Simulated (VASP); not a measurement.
# F (C2/m) in VASP: relaxation of shape and atoms at fixed volume with PBE+D3(BJ)

Aim: the relaxation of shape and atoms at fixed volume of F with PBE+D3(BJ).

All numbers are computed with VASP 6.6.1; they aren't measurements. Logs are shortened: lines on timing, memory, paths and dates and some standing lists are left out, and cuts for length are marked.

**1. The cell of the first run**

The structure is monoclinic, space group C2/m (No. 12). The conventional cell has a = 5.939 Å, b = 3.420 Å, c = 7.455 Å, α = 90.00°, β = 108.05°, γ = 90.00°. Within 1.9 Å of F (site symmetry m) lie 1 F at 1.43 Å. Within 1.9 Å of F (site symmetry m) lie 1 F at 1.43 Å.

**2. Relaxation of shape and atoms at fixed volume, PBE+D3(BJ) (volume scaled by 1.03)**

INCAR reads:

```
PREC = Accurate
ENCUT = 600
EDIFF = 1E-7
ISMEAR = 0
SIGMA = 0.02
LREAL = F
LASPH = T
NELM = 100
ALGO = Normal
ISIF = 4
LWAVE = F
LCHARG = F
GGA = PE
IVDW = 12
IBRION = 2
NSW = 50
EDIFFG = -0.01
```

KPOINTS reads:

```
Automatic mesh
0
Gamma
  8 8 4
```

POSCAR reads:

```
F
1.0
    2.9666291274     -1.7101880108     -0.1288450534
    2.9666291274      1.7101880108     -0.1288450534
   -2.0002389308      0.0000000000      7.1817332993
F
4
Direct
    0.0779839656      0.0779839656      0.0949061040
    0.9220160344      0.9220160344      0.9050938960
    0.4995077328      0.4995077328      0.5957932466
    0.5004922672      0.5004922672      0.4042067534
```

Potentials or basis: VASP PAW PBE potentials, release 64 (F).

Launch:

```bash
$ cat potpaw_PBE.64/F/POTCAR > POTCAR
$ mpirun -np 1 vasp_std > vasp.out
```

OUTCAR:

```text
PREC = Accurate
   ENCUT = 600
   EDIFF = 1E-7
   ISMEAR = 0
   LREAL = F
   LASPH = T
   NELM = 100
   ISIF = 4
   GGA = PE
   IVDW = 12
   IBRION = 2
   NSW = 50
   EDIFFG = -0.01
 IVDW          = 12

 ion  position               nearest neighbor table
   1  0.078  0.078  0.095-   2 1.43
   2  0.922  0.922  0.905-   1 1.43
   3  0.500  0.500  0.596-   4 1.43
   4  0.500  0.500  0.404-   3 1.43

  LATTYP: Found a base centered monoclinic cell.
 ALAT       =     5.9388515480
 B/A-ratio  =     0.5759322310
 C/A-ratio  =     1.2553070285
 COS(beta)  =    -0.3098523255

  Lattice vectors:

 A1 = (   2.9666291274,  -1.7101880108,  -0.1288450534)
 A2 = (   2.9666291274,   1.7101880108,  -0.1288450534)
 A3 = (  -2.0002389308,   0.0000000000,   7.1817332993)

Analysis of symmetry for initial positions (statically):
=====================================================================
 Subroutine PRICEL returns:
 Original cell was already a primitive cell.

 Routine SETGRP: Setting up the symmetry group for a
 base centered monoclinic supercell.

 Subroutine GETGRP returns: Found  4 space group operations
 (whereof  4 operations were pure point group operations)
 out of a pool of  4 trial point group operations.

The static configuration has the point symmetry C_2h.

Analysis of symmetry for dynamics (positions and initial velocities):
=====================================================================
 Subroutine PRICEL returns:
 Original cell was already a primitive cell.

 Routine SETGRP: Setting up the symmetry group for a
 base centered monoclinic supercell.

 Subroutine GETGRP returns: Found  4 space group operations
 (whereof  4 operations were pure point group operations)
 out of a pool of  4 trial point group operations.

The dynamic configuration has the point symmetry C_2h.

 Subroutine INISYM returns: Found  4 space group operations
 (whereof  4 operations are pure point group operations),
 and found     1 'primitive' translations

----------------------------------------------------------------------------------------

                                     Primitive cell

  volume of cell :      71.9915

  direct lattice vectors                    reciprocal lattice vectors
     2.966629127 -1.710188011 -0.128845053     0.170605171 -0.292365516  0.047516538
     2.966629127  1.710188011 -0.128845053     0.170605171  0.292365516  0.047516538
    -2.000238931  0.000000000  7.181733299     0.006121540  0.000000000  0.140947108

  length of vectors
     3.426694101  3.426694101  7.455082090     0.341820919  0.341820919  0.141079979

  position of ions in fractional coordinates (direct lattice)
     0.077983966  0.077983966  0.094906104
     0.922016034  0.922016034  0.905093896
     0.499507733  0.499507733  0.595793247
     0.500492267  0.500492267  0.404206753

  ion indices of the primitive-cell ions
   primitive index   ion index
                 1           1
                 2           2
                 3           3
                 4           4

----------------------------------------------------------------------------------------

 KPOINTS: Automatic mesh

Automatic generation of k-mesh.
 Grid dimensions read from file:
 generate k-points for:    8    8    4

 Generating k-lattice:

  Cartesian coordinates                     Fractional coordinates (reciprocal lattice)
     0.021325646 -0.036545689  0.005939567     0.125000000 -0.000000000  0.000000000
     0.021325646  0.036545689  0.005939567    -0.000000000  0.125000000  0.000000000
     0.001530385  0.000000000  0.035236777    -0.000000000 -0.000000000  0.250000000

  Length of vectors
     0.042727615  0.042727615  0.035269995

  Shift w.r.t. Gamma in fractional coordinates (k-lattice)
     0.000000000  0.000000000  0.000000000

 Subroutine IBZKPT returns following result:
 ===========================================

 Found     78 irreducible k-points:

 Following reciprocal coordinates:
            Coordinates               Weight
  0.000000  0.000000  0.000000      1.000000
  0.125000  0.000000 -0.000000      4.000000
  0.250000  0.000000 -0.000000      4.000000
  0.375000  0.000000  0.000000      4.000000
  0.500000  0.000000 -0.000000      2.000000
  0.125000  0.125000 -0.000000      2.000000
[... 16 lines left out ...]
  0.125000  0.000000  0.250000      4.000000
  0.250000  0.000000  0.250000      4.000000
 [... further k-points ...]
   k-points           NKPTS =     78   k-points in BZ     NKDIM =     78   number of bands    NBANDS=     18
   number of dos      NEDOS =    301   number of ions     NIONS =      4
   total plane-waves  NPLWV =  47040
   dimension x,y,z NGX =    28 NGY =   28 NGZ =   60
   dimension x,y,z NGXF=    56 NGYF=   56 NGZF=  120
   ions per type =               4
   NGX,Y,Z   is equivalent  to a cutoff of  13.58, 13.58, 13.38 a.u.
   NGXF,Y,Z  is equivalent  to a cutoff of  27.17, 27.17, 26.76 a.u.
 SYSTEM =  unknown system
   PREC   = accura    normal or accurate (medium, high low for compatibility)
   ISTART =      0    job   : 0-new  1-cont  2-samecut
   ICHARG =      2    charge: 1-file 2-atom 10-const
   ISPIN  =      1    spin polarized calculation?
   LNONCOLLINEAR =      F non collinear calculations
   LSORBIT =      F    spin-orbit coupling
   LASPH  =      T    aspherical Exc in radial PAW
   ENCUT  =  600.0 eV  44.10 Ry    6.64 a.u.   6.84  6.84 14.89*2*pi/ulx,y,z
   NELM   =    100;   NELMIN=  2; NELMDL= -5     # of ELM steps
   EDIFF  = 0.1E-06   stopping-criterion for ELM
   LREAL  =      F    real-space projection
   EDIFFG = -.1E-01   stopping-criterion for IOM
   NSW    =     50    number of steps for IOM
   IBRION =      2    ionic relax: 0-MD 1-quasi-New 2-CG
   NFREE  =      1    steps in history (QN), initial steepest desc. (CG)
   ISIF   =      4    stress and relaxation
   ISYM   =      2    0-nonsym 1-usesym 2-fastsym
   POTIM  = 0.5000    time-step for ionic-motion
   TEBEG  =    0.0;   TEEND  =   0.0 temperature during run
   PSTRESS=    0.0 pullay stress
   NELECT =      28.0000    total number of electrons
   NUPDOWN=      -1.0000    fix difference up-down
   EMIN   =  10.00;   EMAX   =-10.00  energy-range for DOS
   EFERMI =   0.00;   METHOD = LEGACY
   ISMEAR =     0;   SIGMA  =   0.02  broadening in eV -4-tet -1-fermi 0-gaus
   EFERMI_NEDOS =   21; number of points for ismear=-14 and -15
   IALGO  =     38    algorithm
   IMIX   =      4    mixing-type and parameters
     AMIX     =   0.40;   BMIX     =  1.00
     AMIX_MAG =   1.60;   BMIX_MAG =  1.00
  volume/ion in A,a.u.               =      18.00       121.46
  Fermi-wavevector in a.u.,A,eV,Ry     =   1.194998  2.258219 19.429396  1.428020
  Thomas-Fermi vector in A             =   2.330974
   LORBIT       =      0    0 simple, 1 ext, 2 COOP (PROOUT), +10 PAW based schemes
   GGA     = PE    functional components
   LHFCALC =     F    Hartree Fock is set to
   AEXX    =    0.0000 exact exchange contribution
   IVDW    =    12    specifies the selected vdW correction
   LEPSILON=     F    determine dielectric tensor
   LRPA    =     F    only Hartree local field effects (RPA)
 conjugate gradient relaxation of ions
 non-spin polarized calculation
 Gauss-broadening in eV      SIGMA  =   0.02
  energy-cutoff  :      600.00
  volume of cell :       71.99
 maximum number of plane-waves:      2426
   NGX = 13   NGY = 13   NGZ = 29

--------------------------------------- Ionic step        1  -------------------------------------------

 number of electron      27.9999999 magnetization

 Free energy of the ion-electron system (eV)
  ---------------------------------------------------
  ext. energy  EPLUGINS =         0.00000000
  ---------------------------------------------------
  free energy    TOTEN  =        -7.32335247 eV

  energy without entropy =       -7.32335247  energy(sigma->0) =       -7.32335247

------------------------ aborting loop because EDIFF is reached ----------------------------------------

 Edisp (eV)   -0.10152

 E8    (eV) :    -0.0218

  FORCE on cell =-STRESS in cart. coord.  units (eV):
  Direction    XX          YY          ZZ          XY          YZ          ZX
  --------------------------------------------------------------------------------------
  -------------------------------------------------------------------------------------
  Total      -0.24375    -0.20395    -0.61701     0.00000     0.00000    -0.03738
  in kB      -5.42468    -4.53892   -13.73170     0.00000     0.00000    -0.83191
  external pressure =       -7.90 kB  Pullay stress =        0.00 kB
[... 65 lines left out ...]
  energy  without entropy=       -7.4201064347  energy(sigma->0) =       -7.42010643

--------------------------------------- Ionic step        3  -------------------------------------------

 number of electron      27.9999998 magnetization

 Free energy of the ion-electron system (eV)
  ---------------------------------------------------
  ext. energy  EPLUGINS =         0.00000000
  ---------------------------------------------------
  free energy    TOTEN  =        -7.32399083 eV

  energy without entropy =       -7.32399083  energy(sigma->0) =       -7.32399083

 E-fermi :  -5.4980     XC(G=0):  -7.1302

 val. band max:       -5.6799852954   @ k =   0.5000   0.5000  -0.0000
 cond. band min:      -2.9764865812   @ k =   0.0000   0.0000   0.0000
 fundamental gap:      2.7034987141
 Fermi energy:        -5.4979665114

 k-point     1 :       0.0000    0.0000    0.0000
  band No.  band energies     occupation
      1     -30.3840      2.00000
      2     -30.2877      2.00000
      3     -24.3658      2.00000
      4     -24.1224      2.00000
      5     -12.1038      2.00000
      6     -11.4835      2.00000
[... 10 lines left out ...]
     17       3.1257      0.00000
     18       5.4511      0.00000
[... 466 lines left out ...]
      2     -30.2810      2.00000
      3     -24.2652      2.00000
      4     -24.1915      2.00000
      5     -11.8764      2.00000
      6     -11.6986      2.00000
[... 10 lines left out ...]
     17       4.7820      0.00000
     18       5.6247      0.00000

 [... further k-points ...]

------------------------ aborting loop because EDIFF is reached ----------------------------------------

 Edisp (eV)   -0.10148

 E8    (eV) :    -0.0218

  FORCE on cell =-STRESS in cart. coord.  units (eV):
  Direction    XX          YY          ZZ          XY          YZ          ZX
  --------------------------------------------------------------------------------------
  -------------------------------------------------------------------------------------
  Total      -0.20214    -0.20694    -0.25859     0.00000     0.00000    -0.01810
  in kB      -4.49870    -4.60548    -5.75488     0.00000     0.00000    -0.40271
  external pressure =       -4.95 kB  Pullay stress =        0.00 kB
[... 19 lines left out ...]
  FREE ENERGIE OF THE ION-ELECTRON SYSTEM (eV)
  ---------------------------------------------------
  free  energy   TOTEN  =        -7.4254723550 eV

  energy  without entropy=       -7.4254723550  energy(sigma->0) =       -7.42547236

 reached required accuracy - stopping structural energy minimisation
```

It took 3.6 min on 1 thread of Oxide Virtual Turin-like, shared host; peak memory 0.22 GiB.

What came out:

| Property | Result |
| --- | --- |
| Free energy | -7.4255 eV |
| Energy gained by relaxing | 0.1 meV/atom |
| Ionic steps | 3 |
| Pressure after relaxing | -0.5 GPa |
| Largest force after relaxing | 0.007 eV/Å |
| Band gap on the k mesh | 2.70 eV, indirect (least direct gap 2.76 eV) |
| Dispersion energy per atom | -0.025 eV |

Forces in eV/Å, atoms in the order of the input:
```
F    0.002  0.000  0.007
F   -0.002  0.000 -0.007
F    0.001  0.000  0.006
F   -0.001  0.000 -0.006
```

Stress tensor (GPa, compression positive):
```
-0.45  0.00 -0.04
 0.00 -0.46  0.00
-0.04  0.00 -0.58
```

The path:
| step | energy change (eV) | largest force (eV/Å) | pressure (GPa) | volume (Å³) |
| --- | --- | --- | --- | --- |
| 1 | 0.0000 | 0.1345 | -0.79 | 71.99 |
| 2 | 0.0048 | 0.4424 | 0.43 | 71.99 |
| 3 | -0.0006 | 0.0074 | -0.50 | 71.99 |

Final structure:
```yaml
crystal:
  lattice:
    - [2.96765, -1.71098, -0.12908]
    - [2.96765, 1.71098, -0.12908]
    - [-2.00174, 0.00000, 7.17620]
  atoms:
    - { symbol: F, position: [0.07781, 0.07781, 0.09469] }
    - { symbol: F, position: [0.92219, 0.92219, 0.90531] }
    - { symbol: F, position: [0.49952, 0.49952, 0.59558] }
    - { symbol: F, position: [0.50048, 0.50048, 0.40442] }
```

Caveat: the cell differs from its parent crystal (volume scaled by 1.03). A k mesh can miss the band edges.
